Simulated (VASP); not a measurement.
# Os (P6_3/mmc) in VASP: further runs, part 2 of 2

VASP 6.6.1. Earlier steps stand in the parts before.

## (5) Relaxation of cell and atoms, PBEsol, target pressure 10 GPa, at which the enthalpy is minimised

This run uses another cell than the first one, of 13.98 Å³/atom, 1.018 times its volume.

Input file INCAR:

```
ALGO     = Normal         # electronic algorithm
EDIFF    = 1E-6           # SCF threshold, eV
EDIFFG   = -0.02          # ionic threshold
ENCUT    = 600            # plane-wave cutoff, eV
GGA      = PS             # functional
IBRION   = 2              # ionic algorithm
ISIF     = 3              # what is computed and relaxed
ISMEAR   = -1             # smearing method
LASPH    = True           # aspherical terms in the spheres
LCHARG   = False          # write CHGCAR
LREAL    = False          # projectors in reciprocal space
LWAVE    = False          # write WAVECAR
NELM     = 60             # most SCF steps
NSW      = 80             # ionic steps
PREC     = Accurate       # precision mode
PSTRESS  = 100.0        
SIGMA    = 0.05           # smearing width, eV
```

Input file KPOINTS:

```
k-points
0
Gamma
  11 11 6
```

Input file POSCAR:

```
Os
1.0
    2.7341000000      0.0000000000      0.0000000000
   -1.3670500000      2.3678000565      0.0000000000
    0.0000000000      0.0000000000      4.3197000000
Os
2
Direct
    0.6666666667      0.3333333333      0.7500000000
    0.3333333333      0.6666666667      0.2500000000
```

Potentials or basis: VASP PAW PBE potentials, release 64 (Os).

On the command line:

```bash
> cat potpaw_PBE.64/Os/POTCAR > POTCAR
> mpirun -np 1 vasp_std > vasp.out
```

OUTCAR:

```text
EDIFF = 1E-6
   EDIFFG = -0.02
   ENCUT = 600
   GGA = PS
   IBRION = 2
   ISIF = 3
   ISMEAR = -1
   LASPH = True
   LREAL = False
   NELM = 60
   NSW = 80
   PREC = Accurate
   PSTRESS = 100.0

 ion  position               nearest neighbor table
   1  0.667  0.333  0.750-   2 2.68   2 2.68   2 2.68   2 2.68   2 2.68   2 2.68
   2  0.333  0.667  0.250-   1 2.68   1 2.68   1 2.68   1 2.68   1 2.68   1 2.68

  LATTYP: Found a hexagonal cell.
 ALAT       =     2.7341000000
 C/A-ratio  =     1.5799348963

  Lattice vectors:

 A1 = (   2.7341000000,   0.0000000000,   0.0000000000)
 A2 = (  -1.3670500000,   2.3678000565,   0.0000000000)
 A3 = (   0.0000000000,   0.0000000000,   4.3197000000)

Analysis of symmetry for initial positions (statically):
=====================================================================
 Subroutine PRICEL returns:
 Original cell was already a primitive cell.

 Routine SETGRP: Setting up the symmetry group for a
[... 223 lines left out ...]
      4       7.9917      2.00000
      5       8.3401      2.00000
      6       9.0917      2.00000
      7       9.0917      2.00000
      8       9.9170      2.00000
      9       9.9170      2.00000
     10      12.0160      0.04858
     11      14.0109      0.00000
     12      14.0109      0.00000
[... 534 lines left out ...]
--------------------------------------- Ionic step        7  -------------------------------------------

 number of electron      16.0000000 magnetization

 Free energy of the ion-electron system (eV)
  ---------------------------------------------------
  ext. energy  EPLUGINS =         0.00000000
  ---------------------------------------------------
  free energy    TOTEN  =       -24.45819089 eV

  energy without entropy =      -24.44557971  energy(sigma->0) =      -24.45188530

 E-fermi :   9.6767     XC(G=0): -14.3074

 val. band max:        9.6582711596   @ k =   0.3636  -0.0000   0.3333
 cond. band min:       9.7071460186   @ k =   0.0000   0.0000   0.0000
 fundamental gap:      0.0488748590
 Fermi energy:         9.6767220178

 k-point     1 :       0.0000    0.0000    0.0000
  band No.  band energies     occupation
      1      -1.5211      2.00000
      2       1.6342      2.00000
      3       6.5331      2.00000
      4       6.5331      2.00000
      5       6.7816      2.00000
      6       7.4150      2.00000
      7       7.4150      2.00000
      8       8.1081      2.00000
      9       8.1081      2.00000
     10       9.7071      0.70481
     11      11.4891      0.00000
     12      11.4891      0.00000
[... 378 lines left out ...]
  energy  without entropy=      -24.4455797058  energy(sigma->0) =      -24.45188530

  enthalpy is  TOTEN    =       -22.7584842610 eV   P V=        1.6997066326

 reached required accuracy - stopping structural energy minimisation
```

OSZICAR:

```text
N       E                     dE             d eps       ncg     rms          rms(c)
DAV:   1     0.116689591720E+03    0.11669E+03   -0.83472E+03  1536   0.144E+03
DAV:   2    -0.173931430560E+02   -0.13408E+03   -0.12139E+03  1576   0.418E+02
[... 48 lines left out ...]
   6 F= -.22758405E+02 E0= -.22752062E+02  d E =0.263536E-04
       N       E                     dE             d eps       ncg     rms          rms(c)
DAV:   1    -0.244582903648E+02   -0.30883E-03   -0.73502E-03  1572   0.757E-01    0.477E-02
DAV:   2    -0.244582139596E+02    0.76405E-04   -0.89497E-05  1820   0.126E-01    0.244E-02
DAV:   3    -0.244581907619E+02    0.23198E-04   -0.44906E-05  1696   0.579E-02    0.402E-03
DAV:   4    -0.244581908936E+02   -0.13171E-06   -0.27297E-06  1216   0.225E-02
   7 F= -.22758484E+02 E0= -.22752179E+02  d E =-.530718E-04
```

It took 53 s on 1 thread of Intel Xeon Platinum 8375C at 2.90GHz (Ice Lake), shared host; peak memory 0.17 GiB.

Results:

```
Free energy                                            : -24.4582 eV
Relaxed volume                                         : 13.62 Å³/atom
Relaxed cell                                           : a = 2.709 Å, b = 2.709 Å, c = 4.285 Å, α = 90.00°, β = 90.00°, γ = 120.00°
Space group after relaxing (to 0.05 Å)                 : P6_3/mmc (No. 194)
Energy change on relaxing (the enthalpy is what falls) : +8.8 meV/atom
Ionic steps                                            : 7
Pressure after relaxing                                : 10.1 GPa
Band gap on the k mesh                                 : zero (band 8 reaches 11.93 eV, above the bottom of band 9 at 7.87 eV)
```

Step by step:
```tsv
step	energy change (eV)	largest force (eV/Å)	pressure (GPa)	volume (Å³)
1	0.0000	0.0000	-2.10	27.96
2	1.0276	0.0000	97.20	23.90
3	0.0144	0.0000	9.18	27.29
4	0.0166	0.0000	9.86	27.25
5	0.0175	0.0000	10.12	27.23
6	0.0178	0.0000	10.14	27.23
7	0.0176	0.0000	10.12	27.23
```

Final structure:
```yaml
crystal:
  lattice:
    - [2.70897, 0.00000, 0.00000]
    - [-1.35448, 2.34603, 0.00000]
    - [0.00000, 0.00000, 4.28496]
  atoms:
    - { symbol: Os, position: [0.66667, 0.33333, 0.75000] }
    - { symbol: Os, position: [0.33333, 0.66667, 0.25000] }
```

Caveat: the cell is relaxed towards a set pressure, so the enthalpy falls and the energy may rise; the PAW data sets were made with another functional, which shifts forces and pressure a little; spin-orbit coupling is left out, which moves the levels of the heavy elements.

## (6) Relaxation of cell and atoms, PBEsol, target pressure 20 GPa, at which the enthalpy is minimised

This run uses another cell than the first one, of 13.98 Å³/atom, 1.018 times its volume.

Input file INCAR:

```
PREC     = Accurate       # precision mode
ENCUT    = 600            # plane-wave cutoff, eV
EDIFF    = 1E-6           # SCF threshold, eV
ISMEAR   = -1             # smearing method
SIGMA    = 0.05           # smearing width, eV
LREAL    = False          # projectors in reciprocal space
LASPH    = True           # aspherical terms in the spheres
NELM     = 60             # most SCF steps
ALGO     = Normal         # electronic algorithm
ISIF     = 3              # what is computed and relaxed
LWAVE    = False          # write WAVECAR
LCHARG   = False          # write CHGCAR
GGA      = PS             # functional
IBRION   = 2              # ionic algorithm
NSW      = 80             # ionic steps
EDIFFG   = -0.02          # ionic threshold
PSTRESS  = 200.0
```

Input file KPOINTS:

```
Automatic mesh
0
Gamma
  11 11 6
```

POSCAR is that of step 5.

Potentials or basis: VASP PAW PBE potentials, release 64 (Os).

On the command line:

```bash
> cat potpaw_PBE.64/Os/POTCAR > POTCAR
> mpirun -np 1 vasp_std > vasp.out
```

OUTCAR:

```text
PREC = Accurate
   ENCUT = 600
   EDIFF = 1E-6
   ISMEAR = -1
   LREAL = False
   LASPH = True
   NELM = 60
   ISIF = 3
   GGA = PS
   IBRION = 2
   NSW = 80
   EDIFFG = -0.02
   PSTRESS = 200.0

 ion  position               nearest neighbor table
   1  0.667  0.333  0.750-   2 2.68   2 2.68   2 2.68   2 2.68   2 2.68   2 2.68
   2  0.333  0.667  0.250-   1 2.68   1 2.68   1 2.68   1 2.68   1 2.68   1 2.68

  LATTYP: Found a hexagonal cell.
 ALAT       =     2.7341000000
 C/A-ratio  =     1.5799348963

  Lattice vectors:

 A1 = (   2.7341000000,   0.0000000000,   0.0000000000)
 A2 = (  -1.3670500000,   2.3678000565,   0.0000000000)
 A3 = (   0.0000000000,   0.0000000000,   4.3197000000)

Analysis of symmetry for initial positions (statically):
=====================================================================
 Subroutine PRICEL returns:
 Original cell was already a primitive cell.

 Routine SETGRP: Setting up the symmetry group for a
 hexagonal supercell.

 Subroutine GETGRP returns: Found 24 space group operations
 (whereof 12 operations were pure point group operations)
 out of a pool of 24 trial point group operations.

The static configuration has the point symmetry D_3d.
 The point group associated with its full space group is D_6h.

Analysis of symmetry for dynamics (positions and initial velocities):
=====================================================================
 Subroutine PRICEL returns:
 Original cell was already a primitive cell.
[... 201 lines left out ...]
 cond. band min:      14.4251283374   @ k =   0.3636   0.0909   0.3333
 fundamental gap:      0.0770203427
 Fermi energy:        14.3816285293

 k-point     1 :       0.0000    0.0000    0.0000
  band No.  band energies     occupation
      1       0.6728      2.00000
      2       3.2952      2.00000
      3       9.6368      2.00000
      4       9.6368      2.00000
      5      10.0889      2.00000
      6      11.0091      2.00000
      7      11.0091      2.00000
      8      12.0172      2.00000
      9      12.0172      2.00000
     10      14.9298      0.00003
     11      16.9477      0.00000
     12      16.9477      0.00000
[... 416 lines left out ...]
  energy  without entropy=      -24.4146976651  energy(sigma->0) =      -24.42083673

  enthalpy is  TOTEN    =       -21.0735601418 eV   P V=        3.3534156546

[... ionic steps 4 to 7 ...]

--------------------------------------- Ionic step        8  -------------------------------------------

 number of electron      16.0000000 magnetization

------------------------ aborting loop because EDIFF is reached ----------------------------------------
[... 71 lines left out ...]
--------------------------------------- Ionic step       10  -------------------------------------------

 number of electron      16.0000000 magnetization

 Free energy of the ion-electron system (eV)
  ---------------------------------------------------
  ext. energy  EPLUGINS =         0.00000000
  ---------------------------------------------------
  free energy    TOTEN  =       -24.40974337 eV

  energy without entropy =      -24.39748090  energy(sigma->0) =      -24.40361214

 E-fermi :   9.9799     XC(G=0): -14.4179

 val. band max:        9.9648699993   @ k =   0.3636  -0.0000   0.3333
 cond. band min:      10.0073482893   @ k =   0.0000   0.0000   0.0000
 fundamental gap:      0.0424782900
 Fermi energy:         9.9798501953

 k-point     1 :       0.0000    0.0000    0.0000
  band No.  band energies     occupation
      1      -1.3964      2.00000
      2       1.7440      2.00000
      3       6.7433      2.00000
      4       6.7433      2.00000
      5       6.9894      2.00000
      6       7.6513      2.00000
      7       7.6513      2.00000
      8       8.3748      2.00000
      9       8.3748      2.00000
     10      10.0073      0.73175
     11      11.8443      0.00000
     12      11.8443      0.00000
[... 378 lines left out ...]
  energy  without entropy=      -24.3974809030  energy(sigma->0) =      -24.40361214

  enthalpy is  TOTEN    =       -21.0751022128 eV   P V=        3.3346411607

 reached required accuracy - stopping structural energy minimisation
```

OSZICAR:

```text
N       E                     dE             d eps       ncg     rms          rms(c)
DAV:   1     0.116689591720E+03    0.11669E+03   -0.83472E+03  1536   0.144E+03
DAV:   2    -0.173931430560E+02   -0.13408E+03   -0.12139E+03  1576   0.418E+02
[... 73 lines left out ...]
   9 F= -.21074969E+02 E0= -.21068807E+02  d E =0.100558E-03
       N       E                     dE             d eps       ncg     rms          rms(c)
DAV:   1    -0.244099158298E+02   -0.43638E-02   -0.88241E-03  1560   0.827E-01    0.138E-01
DAV:   2    -0.244097812260E+02    0.13460E-03   -0.13409E-04  1764   0.148E-01    0.670E-02
DAV:   3    -0.244097432731E+02    0.37953E-04   -0.11705E-04  1788   0.104E-01    0.139E-02
DAV:   4    -0.244097433735E+02   -0.10044E-06   -0.38783E-06  1532   0.225E-02
  10 F= -.21075102E+02 E0= -.21068971E+02  d E =-.324203E-04
```

Wall time 72 s (1 thread of Intel Xeon Platinum 8375C at 2.90GHz (Ice Lake), shared host); peak memory 0.18 GiB.

Results:

```yaml
Free_energy: -24.4097 eV
Relaxed_volume: 13.36 Å³/atom
Relaxed_cell: a = 2.691 Å, b = 2.691 Å, c = 4.260 Å, α = 90.00°, β = 90.00°, γ = 120.00°
Space_group_after_relaxing_to_0.05_Å: P6_3/mmc (No. 194)
Energy_change_on_relaxing_the_enthalpy_is_what_falls: +33.0 meV/atom
Ionic_steps: 10
Pressure_after_relaxing: 20.0 GPa
Band_gap_on_the_k_mesh: zero (band 8 reaches 12.31 eV, above the bottom of band 9 at 8.12 eV)
```

The path:
```csv
step,energy change (eV),largest force (eV/Å),pressure (GPa),volume (Å³)
1,0.0000,0.0000,-2.10,27.96
2,4.1940,0.0000,253.18,20.86
3,0.0488,0.0000,17.06,26.86
4,0.0605,0.0000,19.12,26.76
5,0.0658,0.0000,19.99,26.72
6,0.0689,0.0000,20.49,26.69
7,0.0535,0.0000,17.76,26.82
8,0.0641,0.0000,19.70,26.73
9,0.0702,0.0000,20.66,26.68
10,0.0660,0.0000,19.98,26.71
```

Final structure:
```
Os
1.0
     2.69087    0.00000    0.00000
    -1.34543    2.33036    0.00000
     0.00000    0.00000    4.26005
Os
2
Direct
  0.66667 0.33333 0.75000
  0.33333 0.66667 0.25000
```

Levels at points of the mesh, in eV from the Fermi level:
```
           k point  band 4  band 5  band 6  band 7  band 8  band 9  band 10  band 11  band 12
(0.00, 0.00, 0.00)   -3.24   -2.99   -2.33   -2.33   -1.61   -1.61     0.03     1.86     1.86
(0.00, 0.00, 0.50)   -3.78   -3.43   -3.43   -3.43   -3.43    1.03     1.03     1.03     1.03
```

Caveat: the cell is relaxed towards a set pressure, so the enthalpy falls and the energy may rise; the PAW data sets were made with another functional, which shifts forces and pressure a little; spin-orbit coupling is left out, which moves the levels of the heavy elements.

## (7) Overview

```csv
task,cell,cutoff (eV),gap on the mesh (eV),pressure (GPa)
single point,"a = 2.717, b = 2.717, c = 4.297 Å, angles 90.0, 90.0, 120.0°, 2 atoms",520,none,5.7
relaxation of cell and atoms,"relaxed from a = 2.734, b = 2.734, c = 4.320 Å, angles 90.0, 90.0, 120.0°, 2 atoms",600,none,0.0
relaxation of cell and atoms,"relaxed to 5 GPa from a = 2.734, b = 2.734, c = 4.320 Å, angles 90.0, 90.0, 120.0°, 2 atoms",600,none,4.9
relaxation of cell and atoms,"relaxed to 10 GPa from a = 2.734, b = 2.734, c = 4.320 Å, angles 90.0, 90.0, 120.0°, 2 atoms",600,none,10.1
relaxation of cell and atoms,"relaxed to 20 GPa from a = 2.734, b = 2.734, c = 4.320 Å, angles 90.0, 90.0, 120.0°, 2 atoms",600,none,20.0
```

Alike in all rows: level PBEsol; potentials or basis VASP PAW PBE potentials, release 64 (Os); no spin polarisation; k mesh 11 × 11 × 6; smearing fermi-dirac 0.05 eV.

Caveats: the PAW data sets were made with another functional, which shifts forces and pressure a little; spin-orbit coupling is left out, which moves the levels of the heavy elements; the cell is relaxed towards a set pressure, so the enthalpy falls and the energy may rise (some runs).

Total energies depend on the potentials used, so only differences within one code and one set of settings carry meaning.
